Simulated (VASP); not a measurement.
# Zr (P6/mmm) in VASP: notebook, part 2 of 2

VASP 6.6.1. The steps go on from the part before.

### 5 Single point, PBEsol (volume scaled by 0.96)

File INCAR:

```
SYSTEM = Zr
PREC     = Accurate       ! precision mode
ENCUT    = 520            ! plane-wave cutoff, eV
EDIFF    = 1E-6           ! SCF threshold, eV
ISMEAR   = -1             ! smearing method
SIGMA    = 0.1            ! smearing width, eV
LREAL    = .False.        ! projectors in reciprocal space
LASPH    = .True.         ! aspherical terms in the spheres
NELM     = 100            ! most SCF steps
ALGO     = Normal         ! electronic algorithm
ISIF     = 2              ! what is computed and relaxed
LWAVE    = .False.        ! write WAVECAR
LCHARG   = .False.        ! write CHGCAR
GGA      = PS             ! functional
NBANDS   = 25             ! bands
```

File KPOINTS:

```
regular mesh
0
Gamma
  8 8 11
  0 0 0
```

File POSCAR:

```
Zr
1.0
    4.9089897207      0.0000000000      0.0000000000
   -2.4544948604      4.2513098051      0.0000000000
    0.0000000000      0.0000000000      3.0651466011
Zr
3
Direct
    1.0000000000      0.0000000000      1.0000000000
    0.3333333333      0.6666666667      0.5000000000
    0.6666666667      0.3333333333      0.5000000000
```

Potentials or basis: VASP PAW PBE potentials, release 64 (Zr_sv).

Command:

```
$ cat potpaw_PBE.64/Zr_sv/POTCAR > POTCAR
$ mpirun -np 1 vasp_std > vasp.out
```

OUTCAR:

```text
SYSTEM = Zr
   PREC = Accurate
   ENCUT = 520
   EDIFF = 1E-6
   ISMEAR = -1
   LREAL = .False.
   LASPH = .True.
   NELM = 100
   ISIF = 2
   GGA = PS

 ion  position               nearest neighbor table
   1  0.000  0.000  0.000-   2 3.22   3 3.22   2 3.22   3 3.22   3 3.22   3 3.22   2 3.22   2 3.22
                             3 3.22   3 3.22   2 3.22   2 3.22
   2  0.333  0.667  0.500-   3 2.83   3 2.83   3 2.83   1 3.22   1 3.22   1 3.22   1 3.22   1 3.22
                             1 3.22
   3  0.667  0.333  0.500-   2 2.83   2 2.83   2 2.83   1 3.22   1 3.22   1 3.22   1 3.22   1 3.22
                             1 3.22

  LATTYP: Found a hexagonal cell.
 ALAT       =     4.9089897207
 C/A-ratio  =     0.6243945853

  Lattice vectors:

 A1 = (   4.9089897207,   0.0000000000,   0.0000000000)
 A2 = (  -2.4544948604,   4.2513098051,   0.0000000000)
 A3 = (   0.0000000000,   0.0000000000,   3.0651466011)

Analysis of symmetry for initial positions (statically):
=====================================================================
 Subroutine PRICEL returns:
 Original cell was already a primitive cell.

 Routine SETGRP: Setting up the symmetry group for a
 hexagonal supercell.

 Subroutine GETGRP returns: Found 24 space group operations
 (whereof 24 operations were pure point group operations)
 out of a pool of 24 trial point group operations.

The static configuration has the point symmetry D_6h.

Analysis of symmetry for dynamics (positions and initial velocities):
=====================================================================
 Subroutine PRICEL returns:
 Original cell was already a primitive cell.

 Routine SETGRP: Setting up the symmetry group for a
 hexagonal supercell.

 Subroutine GETGRP returns: Found 24 space group operations
 (whereof 24 operations were pure point group operations)
 out of a pool of 24 trial point group operations.

The dynamic configuration has the point symmetry D_6h.

 Subroutine INISYM returns: Found 24 space group operations
 (whereof 24 operations are pure point group operations),
 and found     1 'primitive' translations

----------------------------------------------------------------------------------------

                                     Primitive cell

  volume of cell :      63.9685

  direct lattice vectors                    reciprocal lattice vectors
     4.908989721  0.000000000  0.000000000     0.203707903  0.117610812  0.000000000
    -2.454494860  4.251309805  0.000000000     0.000000000  0.235221625  0.000000000
     0.000000000  0.000000000  3.065146601     0.000000000  0.000000000  0.326248669

  length of vectors
     4.908989721  4.908989721  3.065146601     0.235221625  0.235221625  0.326248669

  position of ions in fractional coordinates (direct lattice)
     0.000000000  0.000000000  0.000000000
     0.333333333  0.666666667  0.500000000
     0.666666667  0.333333333  0.500000000

  ion indices of the primitive-cell ions
   primitive index   ion index
                 1           1
                 2           2
                 3           3

----------------------------------------------------------------------------------------

 KPOINTS: regular mesh

Automatic generation of k-mesh.
 Grid dimensions read from file:
 generate k-points for:    8    8   11

 Generating k-lattice:

  Cartesian coordinates                     Fractional coordinates (reciprocal lattice)
     0.025463488  0.014701352  0.000000000     0.125000000  0.000000000  0.000000000
     0.000000000  0.029402703  0.000000000     0.000000000  0.125000000  0.000000000
     0.000000000  0.000000000  0.029658970     0.000000000  0.000000000  0.090909091

  Length of vectors
     0.029402703  0.029402703  0.029658970

  Shift w.r.t. Gamma in fractional coordinates (k-lattice)
     0.000000000  0.000000000  0.000000000

 Subroutine IBZKPT returns following result:
 ===========================================

 Found     60 irreducible k-points:

 Following reciprocal coordinates:
            Coordinates               Weight
  0.000000  0.000000  0.000000      1.000000
  0.125000  0.000000  0.000000      6.000000
  0.250000  0.000000  0.000000      6.000000
  0.375000  0.000000  0.000000      6.000000
  0.500000  0.000000  0.000000      3.000000
  0.125000  0.125000  0.000000      6.000000
[... 16 lines left out ...]
  0.250000  0.000000  0.181818     12.000000
  0.375000  0.000000  0.181818     12.000000
 [... further k-points ...]
   k-points           NKPTS =     60   k-points in BZ     NKDIM =     60   number of bands    NBANDS=     25
   number of dos      NEDOS =    301   number of ions     NIONS =      3
   total plane-waves  NPLWV =  38400
   dimension x,y,z NGX =    40 NGY =   40 NGZ =   24
   dimension x,y,z NGXF=    80 NGYF=   80 NGZF=   48
   ions per type =               3
   NGX,Y,Z   is equivalent  to a cutoff of  13.55, 13.55, 13.02 a.u.
   NGXF,Y,Z  is equivalent  to a cutoff of  27.09, 27.09, 26.03 a.u.
 SYSTEM =  Zr
   PREC   = accura    normal or accurate (medium, high low for compatibility)
   ISTART =      0    job   : 0-new  1-cont  2-samecut
   ICHARG =      2    charge: 1-file 2-atom 10-const
   ISPIN  =      1    spin polarized calculation?
   LNONCOLLINEAR =      F non collinear calculations
   LSORBIT =      F    spin-orbit coupling
   LASPH  =      T    aspherical Exc in radial PAW
   ENCUT  =  520.0 eV  38.22 Ry    6.18 a.u.   9.13  9.13  5.70*2*pi/ulx,y,z
   NELM   =    100;   NELMIN=  2; NELMDL= -5     # of ELM steps
   EDIFF  = 0.1E-05   stopping-criterion for ELM
   LREAL  =      F    real-space projection
   EDIFFG = 0.1E-04   stopping-criterion for IOM
   NSW    =      0    number of steps for IOM
   IBRION =     -1    ionic relax: 0-MD 1-quasi-New 2-CG
   NFREE  =      0    steps in history (QN), initial steepest desc. (CG)
   ISIF   =      2    stress and relaxation
   ISYM   =      2    0-nonsym 1-usesym 2-fastsym
   POTIM  = 0.5000    time-step for ionic-motion
   TEBEG  =    0.0;   TEEND  =   0.0 temperature during run
   PSTRESS=    0.0 pullay stress
   NELECT =      36.0000    total number of electrons
   NUPDOWN=      -1.0000    fix difference up-down
   EMIN   =  10.00;   EMAX   =-10.00  energy-range for DOS
   EFERMI =   0.00;   METHOD = LEGACY
   ISMEAR =    -1;   SIGMA  =   0.10  broadening in eV -4-tet -1-fermi 0-gaus
   EFERMI_NEDOS =   21; number of points for ismear=-14 and -15
   IALGO  =     38    algorithm
   IMIX   =      4    mixing-type and parameters
     AMIX     =   0.40;   BMIX     =  1.00
     AMIX_MAG =   1.60;   BMIX_MAG =  1.00
  volume/ion in A,a.u.               =      21.32       143.89
  Fermi-wavevector in a.u.,A,eV,Ry     =   1.351617  2.554186 24.856052  1.826868
  Thomas-Fermi vector in A             =   2.479024
   LORBIT       =      0    0 simple, 1 ext, 2 COOP (PROOUT), +10 PAW based schemes
   GGA     = PS    functional components
   LHFCALC =     F    Hartree Fock is set to
   AEXX    =    0.0000 exact exchange contribution
   IVDW    =     0    specifies the selected vdW correction
   LEPSILON=     F    determine dielectric tensor
   LRPA    =     F    only Hartree local field effects (RPA)
 non-spin polarized calculation
  energy-cutoff  :      520.00
  volume of cell :       63.97
 maximum number of plane-waves:      1746
 NGX is ok and might be reduce to    40
   NGX = 19   NGY = 19   NGZ = 11

 number of electron      36.0000000 magnetization

 Free energy of the ion-electron system (eV)
  ---------------------------------------------------
  ext. energy  EPLUGINS =         0.00000000
  ---------------------------------------------------
  free energy    TOTEN  =       -27.27675031 eV

  energy without entropy =      -27.18313069  energy(sigma->0) =      -27.22994050

 E-fermi :   9.7011     XC(G=0): -11.6084

 val. band max:        9.7003550112   @ k =   0.2500   0.2500   0.2727
 cond. band min:       9.7142033809   @ k =   0.3750   0.2500   0.2727
 fundamental gap:      0.0138483697
 Fermi energy:         9.7011493759

 k-point     1 :       0.0000    0.0000    0.0000
  band No.  band energies     occupation
      1     -38.8392      2.00000
      2     -38.5954      2.00000
      3     -38.3563      2.00000
      4     -17.1590      2.00000
      5     -17.1590      2.00000
      6     -17.0575      2.00000
[... 17 lines left out ...]
     24      12.1274      0.00000
     25      12.1651      0.00000
[... 621 lines left out ...]
      3     -38.4068      2.00000
      4     -17.3976      2.00000
      5     -17.1359      2.00000
      6     -16.8471      2.00000
[... 17 lines left out ...]
     24      12.6436      0.00000
     25      13.1884      0.00000

 [... further k-points ...]
[... 5 lines left out ...]
  --------------------------------------------------------------------------------------
  -------------------------------------------------------------------------------------
  Total        1.8340256      1.8340256      1.8100626     -0.0000000      0.0000000      0.0000000
  in kB       45.9356480     45.9356480     45.3354612     -0.0000000      0.0000000      0.0000000
  external PRESSURE =      45.7355858 kB  Pullay stress =       0.0000000 kB

 VOLUME and BASIS-vectors are now :
 -----------------------------------------------------------------------------
  energy-cutoff  :      520.00
  volume of cell :       63.97
      direct lattice vectors                 reciprocal lattice vectors
     4.908989721  0.000000000  0.000000000     0.203707903  0.117610812  0.000000000
    -2.454494860  4.251309805  0.000000000     0.000000000  0.235221625  0.000000000
     0.000000000  0.000000000  3.065146601     0.000000000  0.000000000  0.326248669

 POSITION                                       TOTAL-FORCE (eV/Angst)
 -----------------------------------------------------------------------------------
      0.00000      0.00000      0.00000         0.000000      0.000000      0.000000
     -0.00000      2.83421      1.53257        -0.000000      0.000000      0.000000
      2.45449      1.41710      1.53257         0.000000     -0.000000      0.000000
 -----------------------------------------------------------------------------------
    total drift:                                0.000000      0.000000      0.000000

  FREE ENERGIE OF THE ION-ELECTRON SYSTEM (eV)
  ---------------------------------------------------
  free  energy   TOTEN  =       -27.2767503088 eV

  energy  without entropy=      -27.1831306897  energy(sigma->0) =      -27.22994050
```

It took 2.3 min on 1 thread of Intel Xeon 8259CL, shared host; peak memory 0.22 GiB.

What came out:

| Property | Result |
| --- | --- |
| Free energy | -27.2768 eV |
| Pressure | 4.6 GPa |
| Band gap on the k mesh | zero (band 18 reaches 10.08 eV, above the bottom of band 19 at 9.43 eV) |

Caveat: the PAW data sets were made with another functional, which shifts forces and pressure a little.

### 6 The runs side by side

```csv
cell,k mesh,gap on the mesh (eV),pressure (GPa)
"a = 4.976, b = 4.976, c = 3.107 Å, angles 90.0, 90.0, 120.0°, 3 atoms",7 × 7 × 10,none,0.1
"a = 4.769, b = 4.769, c = 2.978 Å, angles 90.0, 90.0, 120.0°, 3 atoms",8 × 8 × 11,none,16.3
"a = 4.840, b = 4.840, c = 3.022 Å, angles 90.0, 90.0, 120.0°, 3 atoms",8 × 8 × 11,none,9.9
"a = 4.909, b = 4.909, c = 3.065 Å, angles 90.0, 90.0, 120.0°, 3 atoms",8 × 8 × 11,none,4.6
```

Alike in all rows: task single point; level PBEsol; potentials or basis VASP PAW PBE potentials, release 64 (Zr_sv); no spin polarisation; cutoff (eV) 520; smearing fermi-dirac 0.1 eV.

Caveats: the PAW data sets were made with another functional, which shifts forces and pressure a little.

Total energies depend on the potentials used, so only differences within one code and one set of settings carry meaning.
